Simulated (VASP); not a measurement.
Write the native input for VASP 6.6.1 that does the following.

```
Task                               : single point
Functional                         : HSE06
Potentials or basis                : VASP PAW PBE potentials, release 64 (Zn, S)
Cutoff                             : 520 eV
k mesh                             : 6 × 6 × 6
Occupations                        : gaussian, width 0.01 eV
Spin                               : no spin polarisation
Dipole correction                  : no
Grid for exact exchange (PRECFOCK) : Normal
Further INCAR settings             : ALGO = Normal; EDIFF = 1e-06; NBANDS = 16
Share of exact exchange            : 0.25
Screening parameter                : 0.2079 1/Å
```

Crystal: ZnS.

```
Zn S
1.0
     0.00000    2.74797    2.62935
     2.74797    0.00000    2.62935
     2.74797    2.74797    0.00000
Zn S
1 1
Direct
  0.00000 0.00000 0.00000
  0.25000 0.25000 0.25000
```

This cell differs from its parent crystal: epitaxial xy strain +2.0%.

One way to write it, as run:

POSCAR

```
ZnS
1.0
    0.0000000000      2.7479675482      2.6293462872
    2.7479675482      0.0000000000      2.6293462872
    2.7479675482      2.7479675482      0.0000000000
Zn S
1 1
Direct
    0.0000000000      0.0000000000      0.0000000000
    0.2500000000      0.2500000000      0.2500000000
```

INCAR.step1

```
SYSTEM = ZnS
PREC     = Accurate       ! precision mode
ENCUT    = 520            ! plane-wave cutoff, eV
EDIFF    = 1E-5           ! SCF threshold, eV
ISMEAR   = 0              ! smearing method
SIGMA    = 0.01           ! smearing width, eV
LREAL    = .FALSE.        ! projectors in reciprocal space
LASPH    = .TRUE.         ! aspherical terms in the spheres
NELM     = 60             ! most SCF steps
ALGO     = Normal         ! electronic algorithm
ISIF     = 2              ! what is computed and relaxed
LWAVE    = .TRUE.         ! write WAVECAR
LCHARG   = .FALSE.        ! write CHGCAR
GGA      = PE             ! functional
NBANDS   = 16             ! bands
```

INCAR.step2

```
SYSTEM = ZnS
PREC     = Accurate       ! precision mode
ENCUT    = 520            ! plane-wave cutoff, eV
EDIFF    = 1E-6           ! SCF threshold, eV
ISMEAR   = 0              ! smearing method
SIGMA    = 0.01           ! smearing width, eV
LREAL    = .FALSE.        ! projectors in reciprocal space
LASPH    = .TRUE.         ! aspherical terms in the spheres
NELM     = 60             ! most SCF steps
ALGO     = Normal         ! electronic algorithm
ISIF     = 2              ! what is computed and relaxed
LWAVE    = .FALSE.        ! write WAVECAR
LCHARG   = .FALSE.        ! write CHGCAR
GGA      = PE             ! functional
LHFCALC  = .TRUE.         ! exact exchange
HFSCREEN = 0.2079         ! screening, 1/A
PRECFOCK = Normal       
ISTART   = 1            
NBANDS   = 16             ! bands
```

KPOINTS

```
Automatic mesh
0
G
  6 6 6
  0 0 0
```

Potentials or basis: VASP PAW PBE potentials, release 64 (Zn, S).

Command:

```bash
$ cat potpaw_PBE.64/Zn/POTCAR potpaw_PBE.64/S/POTCAR > POTCAR
$ cp INCAR.step1 INCAR
$ mpirun -np 1 vasp_std > vasp.out
$ cp INCAR.step2 INCAR
$ mpirun -np 1 vasp_std > vasp.out
```

Results of the run:

```
Pressure               : 0.3 GPa
Band gap on the k mesh : 3.19 eV
```

Caveat: the cell differs from its parent crystal (epitaxial xy strain +2.0%); the PAW data sets were made with another functional, which shifts forces and pressure a little.

It took 70 min on 1 thread of Intel(R) Xeon(R) Platinum 8259CL CPU @ 2.50GHz (Skylake/Cascade Lake), with other jobs on the host, peak memory 0.29 GiB.
